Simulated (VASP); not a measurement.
Here is a VASP 6.6.1 calculation.

INCAR

```
SYSTEM = As
PREC = Accurate ; ENCUT = 600
EDIFF = 1E-7 ; ISMEAR = -1
SIGMA = 0.05 ; LREAL = .False.
LASPH = .True. ; NELM = 100
ALGO = Normal ; ISIF = 3
LWAVE = .False. ; LCHARG = .False.
GGA = PS ; IBRION = 2
NSW = 60 ; EDIFFG = -0.01
PSTRESS = 200.0
```

The input KPOINTS:

```
regular mesh
0
Gamma
  9 9 9
  0 0 0
```

The input POSCAR:

```
As
1.0
    1.8807968987      1.0858785957      3.5140619945
   -1.8807968987      1.0858785957      3.5140619945
    0.0000000000     -2.1717571915      3.5140619945
As
2
Direct
    0.2260000000      0.2260000000      0.2260000000
    0.7740000000      0.7740000000      0.7740000000
```

Potentials or basis: VASP PAW PBE potentials, release 64 (As).

The run is started by

```console
$ cat potpaw_PBE.64/As/POTCAR > POTCAR
$ mpirun -np 1 vasp_std > vasp.out
```

(1) Predict the relaxed cell.

(2) What does it give for the band gap on the k mesh?

(3) Estimate the relaxed volume.

(4) Predict the space group after relaxing (to 0.05 Å).

Answers

(1) a = 3.655 Å, b = 3.655 Å, c = 3.655 Å, α = 59.19°, β = 59.19°, γ = 59.19°.

(2) zero (band 5 reaches 8.32 eV, above the bottom of band 6 at 7.53 eV).

(3) 16.94 Å³/atom.

(4) R-3m (No. 166).

Caveat: the cell is relaxed towards a set pressure, so the enthalpy falls and the energy may rise; the volume moved by over 15 % at a fixed basis, so the end points are rough; the PAW data sets were made with another functional, which shifts forces and pressure a little.
